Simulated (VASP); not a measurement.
# Y (Fm-3m) in VASP: relaxation of cell and atoms with PBE

Aim: the relaxation of cell and atoms of Y with PBE.

Program: VASP 6.6.1. These are calculated values, not measurements. Logs are shortened: lines on timing, memory, paths and dates and some standing lists are left out, and cuts for length are marked.

## 1. The cell of the first run

It takes space group Fm-3m (No. 225, cubic). Conventional cell: a = 5.089 Å, b = 5.089 Å, c = 5.089 Å, α = 90.00°, β = 90.00°, γ = 90.00°. Within 4.7 Å of Y (site symmetry m-3m) lie 12 Y at 3.60 Å.

This isn't the form of Y at room conditions, which is hcp.

## 2. Relaxation of cell and atoms, PBE, non-collinear spin, zero start, spin-orbit coupling

File INCAR:

```
SYSTEM = Y
  PREC = Accurate
  ENCUT = 500
  EDIFF = 1E-7
  ISMEAR = -1
  SIGMA = 0.05
  LREAL = .False.
  LASPH = .True.
  NELM = 200
  ALGO = Normal
  ISIF = 3
  LWAVE = .False.
  LCHARG = .False.
  MAGMOM = 0 0 0
  LORBIT = 11
  LSORBIT = .True.
  GGA_COMPAT = .False.
  LORBMOM = .True.
  LMAXMIX = 4
  GGA = PE
  IBRION = 2
  NSW = 60
  EDIFFG = -0.005
  NELMIN = 4
```

File KPOINTS:

```
regular mesh
0
Gamma
  14 14 14
  0 0 0
```

File POSCAR:

```
Y
1.0
    0.0000000000      2.5442778266      2.5442778266
    2.5442778266      0.0000000000      2.5442778266
    2.5442778266      2.5442778266      0.0000000000
Y
1
Direct
    0.0000000000      0.0000000000      0.0000000000
```

Potentials or basis: VASP PAW PBE potentials, release 64 (Y_sv).

Launch:

```sh
> cat potpaw_PBE.64/Y_sv/POTCAR > POTCAR
> mpirun -np 1 vasp_ncl > vasp.out
```

OUTCAR:

```text
SYSTEM = Y
   PREC = Accurate
   ENCUT = 500
   EDIFF = 1E-7
   ISMEAR = -1
   LREAL = .False.
   LASPH = .True.
   NELM = 200
   ISIF = 3
   LORBIT = 11
   LSORBIT = .True.
   GGA = PE
   IBRION = 2
   NSW = 60
   EDIFFG = -0.005
   NELMIN = 4

 ion  position               nearest neighbor table
   1  0.000  0.000  0.000-

  LATTYP: Found a face centered cubic cell.
 ALAT       =     5.0885556532

  Lattice vectors:

 A1 = (   0.0000000000,   2.5442778266,   2.5442778266)
 A2 = (   2.5442778266,   0.0000000000,   2.5442778266)
 A3 = (   2.5442778266,   2.5442778266,   0.0000000000)

Analysis of symmetry for initial positions (statically):
=====================================================================
 Subroutine PRICEL returns:
 Original cell was already a primitive cell.

 Routine SETGRP: Setting up the symmetry group for a
 face centered cubic supercell.

 Subroutine GETGRP returns: Found 48 space group operations
 (whereof 48 operations were pure point group operations)
 out of a pool of 48 trial point group operations.

The static configuration has the point symmetry O_h .

Analysis of symmetry for dynamics (positions and initial velocities):
=====================================================================
 Subroutine PRICEL returns:
 Original cell was already a primitive cell.

 Routine SETGRP: Setting up the symmetry group for a
 face centered cubic supercell.

 Subroutine GETGRP returns: Found 48 space group operations
 (whereof 48 operations were pure point group operations)
 out of a pool of 48 trial point group operations.

The dynamic configuration has the point symmetry O_h .

Analysis of structural, dynamic, and magnetic symmetry:
=====================================================================
 Subroutine PRICEL returns:
 Original cell was already a primitive cell.

 Routine SETGRP: Setting up the symmetry group for a
 face centered cubic supercell.

 Subroutine GETGRP returns: Found 48 space group operations
 (whereof 48 operations were pure point group operations)
 out of a pool of 48 trial point group operations.

The overall configuration has the point symmetry O_h .

 Subroutine INISYM returns: Found 48 space group operations
 (whereof 48 operations are pure point group operations),
 and found     1 'primitive' translations

----------------------------------------------------------------------------------------

                                     Primitive cell

  volume of cell :      32.9400

  direct lattice vectors                    reciprocal lattice vectors
     0.000000000  2.544277827  2.544277827    -0.196519419  0.196519419  0.196519419
     2.544277827  0.000000000  2.544277827     0.196519419 -0.196519419  0.196519419
     2.544277827  2.544277827  0.000000000     0.196519419  0.196519419 -0.196519419

  length of vectors
     3.598152209  3.598152209  3.598152209     0.340381618  0.340381618  0.340381618

  position of ions in fractional coordinates (direct lattice)
     0.000000000  0.000000000  0.000000000

  ion indices of the primitive-cell ions
   primitive index   ion index
                 1           1

----------------------------------------------------------------------------------------

 KPOINTS: regular mesh

Automatic generation of k-mesh.
 Grid dimensions read from file:
 generate k-points for:   14   14   14

 Generating k-lattice:

  Cartesian coordinates                     Fractional coordinates (reciprocal lattice)
    -0.014037101  0.014037101  0.014037101     0.071428571  0.000000000  0.000000000
[... 71 lines left out ...]
   NUPDOWN=      -1.0000    fix difference up-down
   EMIN   =  10.00;   EMAX   =-10.00  energy-range for DOS
   EFERMI =   0.00;   METHOD = LEGACY
   ISMEAR =    -1;   SIGMA  =   0.05  broadening in eV -4-tet -1-fermi 0-gaus
   EFERMI_NEDOS =   21; number of points for ismear=-14 and -15
   IALGO  =     38    algorithm
   IMIX   =      4    mixing-type and parameters
     AMIX     =   0.40;   BMIX     =  1.00
     AMIX_MAG =   1.60;   BMIX_MAG =  1.00
  volume/ion in A,a.u.               =      32.94       222.29
  Fermi-wavevector in a.u.,A,eV,Ry     =   1.135790  2.146331 17.551758  1.290018
  Thomas-Fermi vector in A             =   2.272494
   LORBIT       =     11    0 simple, 1 ext, 2 COOP (PROOUT), +10 PAW based schemes
   GGA     = PE    functional components
   LHFCALC =     F    Hartree Fock is set to
   AEXX    =    0.0000 exact exchange contribution
   IVDW    =     0    specifies the selected vdW correction
   LEPSILON=     F    determine dielectric tensor
   LRPA    =     F    only Hartree local field effects (RPA)
 conjugate gradient relaxation of ions
  energy-cutoff  :      500.00
  volume of cell :       32.94
 maximum number of plane-waves:      1744
 NGX is ok and might be reduce to    28
   NGX = 13   NGY = 13   NGZ = 13

--------------------------------------- Ionic step        1  -------------------------------------------

 number of electron      11.0000001 magnetization      -0.0000000      0.0000000     -0.0000000

 number of electron      11.0000001 magnetization       0.0000000      0.0000000      0.0000000

 number of electron      11.0000001 magnetization      -0.0000000     -0.0000000     -0.0000000

 Free energy of the ion-electron system (eV)
  ---------------------------------------------------
  ext. energy  EPLUGINS =         0.00000000
  ---------------------------------------------------
  free energy    TOTEN  =        -6.46179637 eV

  energy without entropy =       -6.44806513  energy(sigma->0) =       -6.45493075

------------------------ aborting loop because EDIFF is reached ----------------------------------------

  FORCE on cell =-STRESS in cart. coord.  units (eV):
  Direction    XX          YY          ZZ          XY          YZ          ZX
  --------------------------------------------------------------------------------------
  -------------------------------------------------------------------------------------
  Total       -0.1411575     -0.1411575     -0.1411575      0.0000000      0.0000000      0.0000000
  in kB       -6.8657950     -6.8657950     -6.8657950      0.0000000      0.0000000      0.0000000
  external PRESSURE =      -6.8657950 kB  Pullay stress =       0.0000000 kB
[... 61 lines left out ...]
 number of electron      11.0000000 magnetization       0.0000000     -0.0000000      0.0000000

 number of electron      11.0000000 magnetization      -0.0000000      0.0000000     -0.0000000

 Free energy of the ion-electron system (eV)
  ---------------------------------------------------
  ext. energy  EPLUGINS =         0.00000000
  ---------------------------------------------------
  free energy    TOTEN  =        -6.46306520 eV

  energy without entropy =       -6.44961060  energy(sigma->0) =       -6.45633790

 E-fermi :   3.1358     XC(G=0):  -9.4824

 val. band max:        3.1333379355   @ k =  -0.3571   0.4286   0.2143
 cond. band min:       3.1419530047   @ k =   0.5000   0.2857   0.1429
 fundamental gap:      0.0086150692
 Fermi energy:         3.1358311116

 k-point     1 :       0.0000    0.0000    0.0000
  band No.  band energies     occupation
      1     -39.5428      1.00000
      2     -39.5428      1.00000
      3     -20.2063      1.00000
      4     -20.2063      1.00000
      5     -18.7622      1.00000
      6     -18.7622      1.00000
[... 481 lines left out ...]
      5     -18.9884      1.00000
      6     -18.9884      1.00000
[... 10 lines left out ...]
     17       6.3454      0.00000
     18       6.3454      0.00000

 [... further k-points ...]

------------------------ aborting loop because EDIFF is reached ----------------------------------------

  FORCE on cell =-STRESS in cart. coord.  units (eV):
  Direction    XX          YY          ZZ          XY          YZ          ZX
  --------------------------------------------------------------------------------------
  -------------------------------------------------------------------------------------
  Total       -0.0005996     -0.0005996     -0.0005996     -0.0000000     -0.0000000      0.0000000
  in kB       -0.0296931     -0.0296931     -0.0296931     -0.0000000     -0.0000000      0.0000000
  external PRESSURE =      -0.0296931 kB  Pullay stress =       0.0000000 kB
[... 16 lines left out ...]
  FREE ENERGIE OF THE ION-ELECTRON SYSTEM (eV)
  ---------------------------------------------------
  free  energy   TOTEN  =        -6.4630652015 eV

  energy  without entropy=       -6.4496106049  energy(sigma->0) =       -6.45633790

 reached required accuracy - stopping structural energy minimisation

 orbital moment (x)

 # of ion     p       d       f       tot
 ------------------------------------------------
  1        -0.000   0.000   0.000   0.000
 ------------------------------------------------
           -0.000   0.000   0.000   0.000

 orbital moment (y)

 # of ion     p       d       f       tot
 ------------------------------------------------
  1        -0.000  -0.000   0.000  -0.000
 ------------------------------------------------
           -0.000  -0.000   0.000  -0.000

 orbital moment (z)

 # of ion     p       d       f       tot
 ------------------------------------------------
  1         0.000   0.000   0.000   0.000
 ------------------------------------------------
            0.000   0.000   0.000   0.000

 Spin-Orbit-Coupling matrix elements

 Ion:    1  E_soc:     -0.0986279
 l=   1
     0.0000000    -0.0162957    -0.0162957
    -0.0162957     0.0000000    -0.0162957
    -0.0162957    -0.0162957     0.0000000
 l=   2
     0.0000000    -0.0000082     0.0000000    -0.0000082    -0.0001341
    -0.0000082     0.0000000    -0.0001005    -0.0000082    -0.0000335
     0.0000000    -0.0001005     0.0000000    -0.0001005     0.0000000
    -0.0000082    -0.0000082    -0.0001005     0.0000000    -0.0000335
    -0.0001341    -0.0000335     0.0000000    -0.0000335     0.0000000
 l=   3
     0.0000000     0.0000000     0.0000000     0.0000000     0.0000000     0.0000000     0.0000000
     0.0000000     0.0000000     0.0000000     0.0000000     0.0000000     0.0000000     0.0000000
     0.0000000     0.0000000     0.0000000     0.0000000     0.0000000     0.0000000     0.0000000
     0.0000000     0.0000000     0.0000000     0.0000000     0.0000000     0.0000000     0.0000000
     0.0000000     0.0000000     0.0000000     0.0000000     0.0000000     0.0000000     0.0000000
     0.0000000     0.0000000     0.0000000     0.0000000     0.0000000     0.0000000     0.0000000
     0.0000000     0.0000000     0.0000000     0.0000000     0.0000000     0.0000000     0.0000000

 total charge

# of ion       s       p       d       f       tot
--------------------------------------------------
    1        2.282   6.214   0.953   0.007   9.456

 magnetization (x)

# of ion       s       p       d       f       tot
--------------------------------------------------
    1        0.000  -0.000   0.000   0.000   0.000

 magnetization (y)

# of ion       s       p       d       f       tot
--------------------------------------------------
    1        0.000  -0.000  -0.000   0.000  -0.000

 magnetization (z)

# of ion       s       p       d       f       tot
--------------------------------------------------
    1        0.000   0.000  -0.000   0.000  -0.000
```

Run time: 8.9 min. Hardware: 1 thread of Oxide Virtual Turin-like, shared host; peak memory 0.29 GiB.

What came out:

```
Free energy                                           : -6.4631 eV
Relaxed volume                                        : 32.35 Å³/atom
Relaxed cell                                          : a = 3.577 Å, b = 3.577 Å, c = 3.577 Å, α = 60.00°, β = 60.00°, γ = 60.00°
Space group after relaxing (to 0.1 Å)                 : Fm-3m (No. 225)
Energy gained by relaxing                             : 1.3 meV/atom
Ionic steps                                           : 3
Pressure after relaxing                               : 0.0 GPa
Net moment                                            : 0.00 μB per cell
Valence electrons inside the program's atomic spheres : Y 9.46
```

Step by step:
```
step  energy change (eV)  largest force (eV/Å)  pressure (GPa)  volume (Å³)
   1              0.0000                0.0000           -0.69        32.94
   2             -0.0012                0.0000            0.10        32.27
   3             -0.0013                0.0000            0.00        32.35
```

Final structure:
```yaml
crystal:
  lattice:
    - [0.00000, 2.52912, 2.52912]
    - [2.52912, 0.00000, 2.52912]
    - [2.52912, 2.52912, 0.00000]
  atoms:
    - { symbol: Y, position: [0.00000, 0.00000, 0.00000] }
```

Moments on the atoms (μB; x, y, z):
```
Y   0.00 0.00 0.00
```
